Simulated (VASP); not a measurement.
Input of a VASP 6.6.1 run:

File INCAR:

```
PREC = Accurate
ENCUT = 520
EDIFF = 1E-7
ISMEAR = -1
SIGMA = 0.1
LREAL = F
LASPH = T
NELM = 80
ALGO = Normal
ISIF = 2
LWAVE = F
LCHARG = F
GGA = PE
NBANDS = 30
```

File KPOINTS:

```
regular mesh
0
Gamma
  13 13 4
```

The input POSCAR:

```
Y
1.0
    3.6077339075      0.0000000000      0.0000000000
   -1.8038669538      3.1243892140      0.0000000000
    0.0000000000      0.0000000000     11.5767159892
Y
4
Direct
    0.0000000000      0.0000000000      0.0000000000
    0.0000000000      0.0000000000      0.5000000000
    0.3333333333      0.6666666667      0.2500000000
    0.6666666667      0.3333333333      0.7500000000
```

Potentials or basis: VASP PAW PBE potentials, release 64 (Y_sv).

Command:

```console
$ cat potpaw_PBE.64/Y_sv/POTCAR > POTCAR
$ mpirun -np 1 vasp_std > vasp.out
```

Q: What does it give for the pressure?

A: -0.1 GPa.

Q: Predict the band gap on the k mesh.

A: Zero (bands 22 and 23 overlap by 1.13 eV).
